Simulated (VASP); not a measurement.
Runs of VASP 6.6.1 on Hf. The structure is that of space group Im-3m (No. 229), or close to it. The cells are those of the table. 

| task | cell | k mesh | cutoff (eV) | gap on the mesh (eV) | pressure (GPa) | relaxed volume (Å³/atom) |
| --- | --- | --- | --- | --- | --- | --- |
| relaxation of cell and atoms | relaxed from a = 3.027 Å, angles 109.5°, 1 atom | 16 × 16 × 16 | 600 | none | 0.0 | (b) |
| single point | a = 3.023 Å, angles 109.5°, 1 atom | 16 × 16 × 16 | 520 | none | (a) | - |
| relaxation of cell and atoms | relaxed from a = 2.899 Å, angles 109.5°, 1 atom | 8 × 8 × 8 | 600 | none | 0.1 | 21.25 |
| single point | a = 3.027 Å, angles 109.5°, 1 atom | 8 × 8 × 8 | 520 | none | -0.5 | - |
| single point | a = 2.899 Å, angles 109.5°, 1 atom | 8 × 8 × 8 | 520 | none | 17.4 | - |

Alike in all rows: level PBEsol; potentials or basis VASP PAW PBE potentials, release 64 (Hf_pv); no spin polarisation; smearing gaussian 0.1 eV.

Q: Fill in the values left out.

A: (a) -0.3; (b) 21.22.

Caveats: the PAW data sets were made with another functional, which shifts forces and pressure a little; spin-orbit coupling is left out, which moves the levels of the heavy elements.

A k mesh can miss the band edges, and the runs leave out spin-orbit coupling on Hf.

A gap of «none» marks levels without a gap at the run's occupations.
